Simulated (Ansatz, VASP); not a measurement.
# CaO in VASP and in Ansatz

```xyz
2
Lattice="3.3005 0.0000 0.0000 -1.6502 2.8583 0.0000 0.0000 0.0000 2.9987" Properties=species:S:1:pos:R:3 pbc="T T T"
Ca    0.0000    0.0000    0.0000
O     0.0000    1.9055    1.4994
```

Change from the starting cell: species swapped into the TcRu type (P-6m2, No. 187).

Alike in both runs: functional PBE; k mesh 12 × 12 × 8; occupations gaussian, width 0.02 eV; no spin polarisation.

Ansatz relaxed the structure, and its values are those at the end. VASP's run is a single point on that final structure, the one shown.

|  | VASP | Ansatz |
| --- | --- | --- |
| version | VASP 6.6.1 | Ansatz 0.2.0 |
| potentials or method | VASP PAW PBE potentials, release 64 (Ca_sv, O), cutoff 520 eV | scalar-relativistic, plane waves, PAW |
| valence electrons in the cell | 16 | 16 |

Ansatz gave:

- gap on the k mesh at the Fermi level (eV): 3.33
- least direct gap on the mesh (eV): 3.33
- pressure (GPa): 0.0

Which values does VASP return?

gap on the k mesh at the Fermi level (eV): 3.32; least direct gap on the mesh (eV): 3.32; pressure (GPa): 0.5.
